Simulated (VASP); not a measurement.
Set up this calculation in VASP 6.6.1, as the native input.

```
Task                   : electric field gradients
Functional             : PBEsol
Potentials or basis    : VASP PAW PBE potentials, release 64 (Pd)
Cutoff                 : 520 eV
k mesh                 : 18 × 18 × 18
Occupations            : fermi-dirac, width 0.05 eV
Spin                   : no spin polarisation
Dipole correction      : no
Further INCAR settings : ALGO = Normal; EDIFF = 1e-08; NBANDS = 11
```

The structure of Pd lies in POSCAR:

```
Pd
1.0
    0.0000000000      1.9577805078      1.9577805078
    1.9577805078      0.0000000000      1.9577805078
    1.9577805078      1.9577805078      0.0000000000
Pd
1
Direct
    0.0000000000      0.0000000000      0.0000000000
```

This cell differs from its parent crystal: volume scaled by 1.02.

The input as run:

INCAR

```
SYSTEM = Pd
PREC = Accurate ; ENCUT = 520
EDIFF = 1E-8 ; ISMEAR = -1
SIGMA = 0.05 ; LREAL = .FALSE.
LASPH = .TRUE. ; NELM = 80
ALGO = Normal ; ISIF = 2
LWAVE = .FALSE. ; LCHARG = .FALSE.
GGA = PS ; LEFG = .TRUE.
NBANDS = 11
```

KPOINTS

```
regular mesh
0
G
  18 18 18
  0 0 0
```

Potentials or basis: VASP PAW PBE potentials, release 64 (Pd).

Run with:

```bash
$ cat potpaw_PBE.64/Pd/POTCAR > POTCAR
$ mpirun -np 1 vasp_std > vasp.out
```

It gave:

```yaml
Pressure: -6.1 GPa
Band_gap_on_the_k_mesh: zero (band 5 reaches 9.61 eV, above the bottom of band 6 at 8.08 eV)
```

Caveat: without QUAD_EFG the Cq values of the log hold for a quadrupole moment of 1 mb, not for the nuclei; the PAW data sets were made with another functional, which shifts forces and pressure a little.

Run time: 25 s on 1 thread of Intel Xeon 6975P-C, on a shared host, peak memory 0.16 GiB.
